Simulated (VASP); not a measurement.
ZnS:

```
Zn S
1.0
    -2.74375    0.03683   -2.76539
    -2.72588   -5.45202    2.82118
    -2.81067    5.46315    2.75866
Zn S
4 4
Direct
  0.51596 0.87460 0.10814
  0.98555 0.35968 0.11079
  0.02298 0.84359 0.63143
  0.43680 0.37675 0.62512
  0.01777 0.02591 0.99992
  0.48780 0.51470 0.01475
  0.50942 0.01366 0.51243
  0.02372 0.49111 0.49741
```

- Program: VASP 6.6.1
- Task: relaxation of cell and atoms
- Functional: PBE
- Potentials or basis: VASP PAW PBE potentials, release 64 (Zn, S)
- Cutoff: 600 eV
- k mesh: 4 × 2 × 2
- Occupations: gaussian, width 0.1 eV
- Spin: no spin polarisation

At the start: pressure -0.1 GPa; volume 20.89 Å³/atom.

Task: Where does the relaxation end?

Result: Over 20 steps the energy falls by 113.5 meV/atom and the volume is 20.22 Å³/atom (-3.2 %); space group P1 (No. 1, to 0.1 Å) before, F-43m (No. 216, to 0.1 Å).

Step by step:
| step | energy change (eV) | largest force (eV/Å) | pressure (GPa) | volume (Å³) |
| --- | --- | --- | --- | --- |
| 1 | 0.0000 | 2.5073 | -0.13 | 167.10 |
| 2 | -0.6606 | 0.7939 | -1.78 | 166.62 |
| 3 | -0.6721 | 0.7056 | -1.70 | 166.51 |
| 4 | -0.8199 | 0.4182 | 0.40 | 160.91 |
| 5 | -0.8319 | 0.3802 | 1.28 | 158.94 |
| 6 | -0.8778 | 0.2056 | 0.04 | 161.64 |
| 7 | -0.8794 | 0.1803 | -0.29 | 162.31 |
| 8 | -0.8877 | 0.1106 | -0.04 | 161.78 |
| 9 | -0.8891 | 0.1281 | 0.09 | 161.47 |
| 10 | -0.8930 | 0.1031 | 0.02 | 161.63 |
| 11 | -0.8964 | 0.1203 | -0.08 | 161.93 |
| 12 | -0.9002 | 0.0789 | 0.01 | 161.75 |
| 13 | -0.9035 | 0.0839 | 0.16 | 161.41 |
| 14 | -0.9060 | 0.0600 | -0.12 | 162.03 |
| 15 | -0.9060 | 0.0600 | -0.17 | 162.15 |
| 16 | -0.9071 | 0.0366 | 0.03 | 161.68 |
| 17 | -0.9071 | 0.0373 | 0.07 | 161.63 |
| 18 | -0.9075 | 0.0277 | 0.00 | 161.78 |
| 19 | -0.9075 | 0.0278 | 0.00 | 161.77 |
| 20 | -0.9077 | 0.0166 | -0.01 | 161.79 |

Final structure:
```xyz
8
Lattice="-2.7302 0.0007 -2.7314 -2.7301 -5.4265 2.7303 -2.7302 5.4243 2.7293" Properties=species:S:1:pos:R:3 pbc="T T T"
Zn   -4.0982   -4.0716    1.3571
Zn   -4.0953   -1.3571   -1.3576
Zn   -4.0984   -1.3548    4.0956
Zn   -4.0877    1.3582    1.3612
S    -0.0071   -0.0031   -0.0010
S    -5.4560    2.7086    2.7316
S    -5.4589   -2.7122    2.7249
S    -5.4603    0.0008    0.0016
```

Caveat: the k points lie up to 0.50 Å⁻¹ apart in the final cell.
